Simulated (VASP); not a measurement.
**CsPbBr3: single point with PBE**

CsPbBr3:

```
Cs Pb Br
1.0
     5.87000    0.00000    0.00000
     0.00000    5.87000    0.00000
     0.00000    0.00000    5.87000
Cs Pb Br
1 1 3
Direct
  0.00000 0.00000 0.00000
  0.50000 0.50000 0.50000
  0.00000 0.50000 0.50000
  0.50000 0.00000 0.50000
  0.50000 0.50000 0.00000
```

| Item | Value |
| --- | --- |
| Program | VASP 6.6.1 |
| Task | single point |
| Functional | PBE |
| Potentials or basis | VASP PAW PBE potentials, release 64 (Cs_sv, Pb_d, Br) |
| Cutoff | 500 eV |
| k mesh | 2 × 2 × 2 |
| Occupations | gaussian, width 0.01 eV |
| Spin | no spin polarisation |

```yaml
Pressure: 2.8 GPa
Band_gap_on_the_k_mesh: 1.47 eV
```

Levels at points of the mesh, in eV from the valence-band top:
| k point | band 19 | band 20 | band 21 | band 22 | band 23 | band 24 | band 25 | band 26 |
| --- | --- | --- | --- | --- | --- | --- | --- | --- |
| (0.00, 0.00, 0.00) | -2.13 | -2.01 | -2.01 | -2.01 | 3.01 | 4.10 | 4.10 | 4.84 |
| (0.50, 0.00, 0.00) | -2.26 | -2.12 | -2.12 | -1.42 | 2.50 | 4.46 | 5.07 | 5.13 |
| (0.50, 0.50, 0.00) | -2.35 | -2.24 | -1.65 | -0.70 | 2.02 | 2.02 | 4.85 | 5.17 |
| (0.50, 0.50, 0.50) | -1.63 | -1.63 | -1.63 | 0.00 | 1.47 | 1.47 | 1.47 | 4.50 |

Run time: 28 s on 1 thread of Intel(R) Xeon(R) Platinum 8488C (Sapphire Rapids) (shared host), peak memory 0.31 GiB.

Caveat: the k points lie up to 0.54 Å⁻¹ apart; spin-orbit coupling is left out, which moves the levels of the heavy elements. A k mesh can miss the band edges.
